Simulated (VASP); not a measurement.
# Ta3N (P-62m) in VASP: single point with PBE

Aim: the single point of Ta3N with PBE.

All numbers are computed with VASP 6.6.1; they aren't measurements. Logs are shortened: lines on timing, memory, paths and dates and some standing lists are left out, and cuts for length are marked.

**1. The cell of the first run**

Symmetry: P-62m, No. 189, hexagonal system. Conventional cell: a = 5.377 Å, b = 5.377 Å, c = 2.837 Å, α = 90.00°, β = 90.00°, γ = 120.00°. Within 2.6 Å of Ta (site symmetry m2m) lie 1 N at 1.93 Å. Within 2.6 Å of N (site symmetry -62m) lie 3 Ta at 1.93 Å.

The cell was generated, and may not be a known phase.

**2. Single point, PBE**

Contents of INCAR:

```
SYSTEM = Ta3N
  PREC = Accurate
  ENCUT = 700
  EDIFF = 1E-6
  ISMEAR = 0
  SIGMA = 0.1
  LREAL = .FALSE.
  LASPH = .TRUE.
  NELM = 120
  ALGO = Normal
  ISIF = 2
  LWAVE = .FALSE.
  LCHARG = .FALSE.
  GGA = PE
  NBANDS = 30
  GGA_COMPAT = .FALSE.
```

Contents of KPOINTS:

```
regular mesh
0
G
  6 6 6
  0 0 0
```

Contents of POSCAR:

```
Ta3N
1.0
    5.3770105764      0.0000000000      0.0000000000
   -2.6885052882      4.6566277556      0.0000000000
    0.0000000000      0.0000000000      2.8367002139
Ta N
3 1
Direct
    0.6412711815      0.0000000000      0.5000000000
    0.0000000000      0.6412711815      0.5000000000
    0.3587288185      0.3587288185      0.5000000000
    0.0000000000      0.0000000000      0.5000000000
```

Potentials or basis: VASP PAW PBE potentials, release 64 (Ta_sv_GW, N).

Run with:

```
$ cat potpaw_PBE.64/Ta_sv_GW/POTCAR potpaw_PBE.64/N/POTCAR > POTCAR
$ mpirun -np 1 vasp_std > vasp.out
```

OUTCAR:

```text
SYSTEM = Ta3N
   PREC = Accurate
   ENCUT = 700
   EDIFF = 1E-6
   ISMEAR = 0
   LREAL = .FALSE.
   LASPH = .TRUE.
   NELM = 120
   ISIF = 2
   GGA = PE

 ion  position               nearest neighbor table
   1  0.641  0.000  0.500-   4 1.93   3 2.99   2 2.99   3 2.99   2 2.99
   2  0.000  0.641  0.500-   4 1.93   3 2.99   3 2.99   1 2.99   1 2.99
   3  0.359  0.359  0.500-   4 1.93   2 2.99   2 2.99   1 2.99   1 2.99
   4  0.000  0.000  0.500-   1 1.93   2 1.93   3 1.93

  LATTYP: Found a hexagonal cell.
 ALAT       =     5.3770105764
 C/A-ratio  =     0.5275608395

  Lattice vectors:

 A1 = (   5.3770105764,   0.0000000000,   0.0000000000)
 A2 = (  -2.6885052882,   4.6566277556,   0.0000000000)
 A3 = (   0.0000000000,   0.0000000000,   2.8367002139)

Analysis of symmetry for initial positions (statically):
=====================================================================
 Subroutine PRICEL returns:
 Original cell was already a primitive cell.

 Routine SETGRP: Setting up the symmetry group for a
 hexagonal supercell.

 Subroutine GETGRP returns: Found 12 space group operations
 (whereof 12 operations were pure point group operations)
 out of a pool of 24 trial point group operations.

The static configuration has the point symmetry D_3h.

Analysis of symmetry for dynamics (positions and initial velocities):
=====================================================================
 Subroutine PRICEL returns:
 Original cell was already a primitive cell.

 Routine SETGRP: Setting up the symmetry group for a
 hexagonal supercell.

 Subroutine GETGRP returns: Found 12 space group operations
 (whereof 12 operations were pure point group operations)
 out of a pool of 24 trial point group operations.

The dynamic configuration has the point symmetry D_3h.

 Subroutine INISYM returns: Found 12 space group operations
 (whereof 12 operations are pure point group operations),
 and found     1 'primitive' translations

----------------------------------------------------------------------------------------

                                     Primitive cell

  volume of cell :      71.0274

  direct lattice vectors                    reciprocal lattice vectors
     5.377010576  0.000000000  0.000000000     0.185976945  0.107373839  0.000000000
    -2.688505288  4.656627756  0.000000000     0.000000000  0.214747678  0.000000000
     0.000000000  0.000000000  2.836700214     0.000000000  0.000000000  0.352522270

  length of vectors
     5.377010576  5.377010576  2.836700214     0.214747678  0.214747678  0.352522270

  position of ions in fractional coordinates (direct lattice)
     0.641271182  0.000000000  0.500000000
     0.000000000  0.641271182  0.500000000
     0.358728818  0.358728818  0.500000000
     0.000000000  0.000000000  0.500000000

  ion indices of the primitive-cell ions
   primitive index   ion index
                 1           1
                 2           2
                 3           3
                 4           4

----------------------------------------------------------------------------------------

 KPOINTS: regular mesh

Automatic generation of k-mesh.
 Grid dimensions read from file:
 generate k-points for:    6    6    6

 Generating k-lattice:

  Cartesian coordinates                     Fractional coordinates (reciprocal lattice)
     0.030996157  0.017895640  0.000000000     0.166666667  0.000000000  0.000000000
     0.000000000  0.035791280  0.000000000     0.000000000  0.166666667  0.000000000
     0.000000000  0.000000000  0.058753712     0.000000000  0.000000000  0.166666667

  Length of vectors
     0.035791280  0.035791280  0.058753712

  Shift w.r.t. Gamma in fractional coordinates (k-lattice)
     0.000000000  0.000000000  0.000000000

 Subroutine IBZKPT returns following result:
 ===========================================

 Found     28 irreducible k-points:

 Following reciprocal coordinates:
            Coordinates               Weight
  0.000000  0.000000  0.000000      1.000000
  0.166667 -0.000000  0.000000      6.000000
  0.333333  0.000000  0.000000      6.000000
  0.500000  0.000000  0.000000      3.000000
  0.166667  0.166667  0.000000      6.000000
  0.333333  0.166667  0.000000     12.000000
[... 16 lines left out ...]
  0.166667 -0.000000  0.500000      6.000000
  0.333333  0.000000  0.500000      6.000000
 [... further k-points ...]
   k-points           NKPTS =     28   k-points in BZ     NKDIM =     28   number of bands    NBANDS=     30
   number of dos      NEDOS =    301   number of ions     NIONS =      4
   total plane-waves  NPLWV =  55296
   dimension x,y,z NGX =    48 NGY =   48 NGZ =   24
   dimension x,y,z NGXF=    96 NGYF=   96 NGZF=   48
   ions per type =               3   1
   NGX,Y,Z   is equivalent  to a cutoff of  14.84, 14.84, 14.07 a.u.
   NGXF,Y,Z  is equivalent  to a cutoff of  29.68, 29.68, 28.13 a.u.
 SYSTEM =  Ta3N
   PREC   = accura    normal or accurate (medium, high low for compatibility)
   ISTART =      0    job   : 0-new  1-cont  2-samecut
   ICHARG =      2    charge: 1-file 2-atom 10-const
   ISPIN  =      1    spin polarized calculation?
   LNONCOLLINEAR =      F non collinear calculations
   LSORBIT =      F    spin-orbit coupling
   LASPH  =      T    aspherical Exc in radial PAW
   ENCUT  =  700.0 eV  51.45 Ry    7.17 a.u.  11.60 11.60  6.12*2*pi/ulx,y,z
   NELM   =    120;   NELMIN=  2; NELMDL= -5     # of ELM steps
   EDIFF  = 0.1E-05   stopping-criterion for ELM
   LREAL  =      F    real-space projection
   EDIFFG = 0.1E-04   stopping-criterion for IOM
   NSW    =      0    number of steps for IOM
   IBRION =     -1    ionic relax: 0-MD 1-quasi-New 2-CG
   NFREE  =      0    steps in history (QN), initial steepest desc. (CG)
   ISIF   =      2    stress and relaxation
   ISYM   =      2    0-nonsym 1-usesym 2-fastsym
   POTIM  = 0.5000    time-step for ionic-motion
   TEBEG  =    0.0;   TEEND  =   0.0 temperature during run
   PSTRESS=    0.0 pullay stress
   NELECT =      44.0000    total number of electrons
   NUPDOWN=      -1.0000    fix difference up-down
   EMIN   =  10.00;   EMAX   =-10.00  energy-range for DOS
   EFERMI =   0.00;   METHOD = LEGACY
   ISMEAR =     0;   SIGMA  =   0.10  broadening in eV -4-tet -1-fermi 0-gaus
   EFERMI_NEDOS =   21; number of points for ismear=-14 and -15
   IALGO  =     38    algorithm
   IMIX   =      4    mixing-type and parameters
     AMIX     =   0.40;   BMIX     =  1.00
     AMIX_MAG =   1.60;   BMIX_MAG =  1.00
  volume/ion in A,a.u.               =      17.76       119.83
  Fermi-wavevector in a.u.,A,eV,Ry     =   1.395566  2.637238 26.498774  1.947605
  Thomas-Fermi vector in A             =   2.519005
   LORBIT       =      0    0 simple, 1 ext, 2 COOP (PROOUT), +10 PAW based schemes
   GGA     = PE    functional components
   LHFCALC =     F    Hartree Fock is set to
   AEXX    =    0.0000 exact exchange contribution
   IVDW    =     0    specifies the selected vdW correction
   LEPSILON=     F    determine dielectric tensor
   LRPA    =     F    only Hartree local field effects (RPA)
 non-spin polarized calculation
 Gauss-broadening in eV      SIGMA  =   0.10
  energy-cutoff  :      700.00
  volume of cell :       71.03
 maximum number of plane-waves:      3036
 NGX is ok and might be reduce to    48
   NGX = 23   NGY = 23   NGZ = 13

 number of electron      43.9999999 magnetization

 Free energy of the ion-electron system (eV)
  ---------------------------------------------------
  ext. energy  EPLUGINS =         0.00000000
  ---------------------------------------------------
  free energy    TOTEN  =       -49.97658151 eV

  energy without entropy =      -49.96241440  energy(sigma->0) =      -49.96949795

 E-fermi :   8.5590     XC(G=0): -11.9756

 val. band max:        8.5471458406   @ k =   0.5000   0.0000   0.5000
 cond. band min:       8.5618836376   @ k =   0.3333   0.1667   0.0000
 fundamental gap:      0.0147377969
 Fermi energy:         8.5590313910

 k-point     1 :       0.0000    0.0000    0.0000
  band No.  band energies     occupation
      1     -59.3961      2.00000
      2     -59.3480      2.00000
      3     -59.3480      2.00000
      4     -26.1306      2.00000
      5     -26.1027      2.00000
      6     -26.1027      2.00000
[... 22 lines left out ...]
     29      13.4994      0.00000
     30      13.5006      0.00000

 k-point     2 :       0.1667   -0.0000    0.0000
  band No.  band energies     occupation
      1     -59.3927      2.00000
      2     -59.3505      2.00000
      3     -59.3489      2.00000
      4     -26.2114      2.00000
      5     -26.1427      2.00000
      6     -26.0103      2.00000
[... 22 lines left out ...]
     29      12.8657      0.00000
     30      13.4417      0.00000

 k-point     3 :       0.3333    0.0000    0.0000
  band No.  band energies     occupation
      1     -59.3838      2.00000
      2     -59.3577      2.00000
      3     -59.3507      2.00000
      4     -26.2720      2.00000
      5     -26.1252      2.00000
      6     -25.9616      2.00000
[... 22 lines left out ...]
     29      12.4403      0.00000
     30      13.2733      0.00000

 k-point     4 :       0.5000    0.0000    0.0000
  band No.  band energies     occupation
      1     -59.3759      2.00000
      2     -59.3648      2.00000
      3     -59.3515      2.00000
      4     -26.2939      2.00000
      5     -26.0436      2.00000
      6     -26.0220      2.00000
[... 22 lines left out ...]
     29      12.8316      0.00000
     30      13.1252      0.00000

 k-point     5 :       0.1667    0.1667    0.0000
  band No.  band energies     occupation
      1     -59.3865      2.00000
      2     -59.3550      2.00000
      3     -59.3507      2.00000
      4     -26.2438      2.00000
      5     -26.1594      2.00000
      6     -25.9626      2.00000
[... 22 lines left out ...]
     29      12.2827      0.00000
     30      13.3460      0.00000
[... 526 lines left out ...]
     29      10.9428      0.00000
     30      11.4113      0.00000

 k-point    22 :       0.0000    0.0000    0.5000
  band No.  band energies     occupation
      1     -59.3411      2.00000
      2     -59.2942      2.00000
      3     -59.2942      2.00000
      4     -26.2470      2.00000
      5     -26.1314      2.00000
      6     -26.1314      2.00000
[... 22 lines left out ...]
     29      13.7840      0.00000
     30      14.6764      0.00000

 k-point    23 :       0.1667   -0.0000    0.5000
  band No.  band energies     occupation
      1     -59.3377      2.00000
      2     -59.2967      2.00000
      3     -59.2951      2.00000
      4     -26.2385      2.00000
      5     -26.1373      2.00000
      6     -26.1341      2.00000
[... 22 lines left out ...]
     29      13.1888      0.00000
     30      14.7932      0.00000

 k-point    24 :       0.3333    0.0000    0.5000
  band No.  band energies     occupation
      1     -59.3290      2.00000
      2     -59.3036      2.00000
      3     -59.2968      2.00000
      4     -26.2163      2.00000
      5     -26.1640      2.00000
      6     -26.1547      2.00000
[... 22 lines left out ...]
     29      12.9102      0.00000
     30      14.3136      0.00000

 [... further k-points ...]

------------------------ aborting loop because EDIFF is reached ----------------------------------------

  FORCE on cell =-STRESS in cart. coord.  units (eV):
  Direction    XX          YY          ZZ          XY          YZ          ZX
  --------------------------------------------------------------------------------------
  -------------------------------------------------------------------------------------
  Total        0.1106518      0.1106518     -0.0535889      0.0000000      0.0000000      0.0000000
  in kB        2.4959915      2.4959915     -1.2088143      0.0000000      0.0000000      0.0000000
  external PRESSURE =       1.2610562 kB  Pullay stress =       0.0000000 kB

 VOLUME and BASIS-vectors are now :
 -----------------------------------------------------------------------------
  energy-cutoff  :      700.00
  volume of cell :       71.03
      direct lattice vectors                 reciprocal lattice vectors
     5.377010576  0.000000000  0.000000000     0.185976945  0.107373839  0.000000000
    -2.688505288  4.656627756  0.000000000     0.000000000  0.214747678  0.000000000
     0.000000000  0.000000000  2.836700214     0.000000000  0.000000000  0.352522270

 POSITION                                       TOTAL-FORCE (eV/Angst)
 -----------------------------------------------------------------------------------
      3.44812      0.00000      1.41835        -0.072591     -0.000000     -0.000000
     -1.72406      2.98616      1.41835         0.036296     -0.062866      0.000000
      0.96444      1.67047      1.41835         0.036296      0.062866     -0.000000
      0.00000      0.00000      1.41835        -0.000000      0.000000      0.000000
 -----------------------------------------------------------------------------------
    total drift:                               -0.000000     -0.000001     -0.000000

  FREE ENERGIE OF THE ION-ELECTRON SYSTEM (eV)
  ---------------------------------------------------
  free  energy   TOTEN  =       -49.9765815062 eV

  energy  without entropy=      -49.9624144002  energy(sigma->0) =      -49.96949795
```

Wall time 64 s (1 thread of Intel Xeon Platinum 8488C (Sapphire Rapids), shared host); peak memory 0.27 GiB.

Results:

```yaml
Free_energy: -49.9766 eV
Pressure: 0.1 GPa
Largest_force: 0.073 eV/Å
Band_gap_on_the_k_mesh: zero (bands 22 and 23 overlap by 2.39 eV)
```

Forces in eV/Å, atoms in the order of the input:
```
Ta  -0.073  0.000  0.000
Ta   0.036 -0.063  0.000
Ta   0.036  0.063  0.000
N    0.000  0.000  0.000
```

Levels at points of the mesh, in eV from the Fermi level:
```csv
k point,band 19,band 20,band 21,band 22,band 23,band 24,band 25,band 26
"(0.00, 0.00, 0.00)",-2.31,-2.02,-1.54,-1.54,-1.17,1.51,1.51,2.66
"(0.50, 0.00, 0.00)",-2.14,-1.75,-1.73,-1.15,0.12,1.61,2.44,2.50
"(0.00, 0.00, 0.50)",-2.21,-2.21,-0.91,0.24,0.24,0.84,1.79,1.79
"(0.50, 0.00, 0.50)",-1.41,-1.11,-0.15,-0.01,0.56,0.88,2.05,2.37
```

Caveat: the k points lie up to 0.37 Å⁻¹ apart, too coarse for converged energies and pressures of a metal; spin-orbit coupling is left out, which moves the levels of the heavy elements.
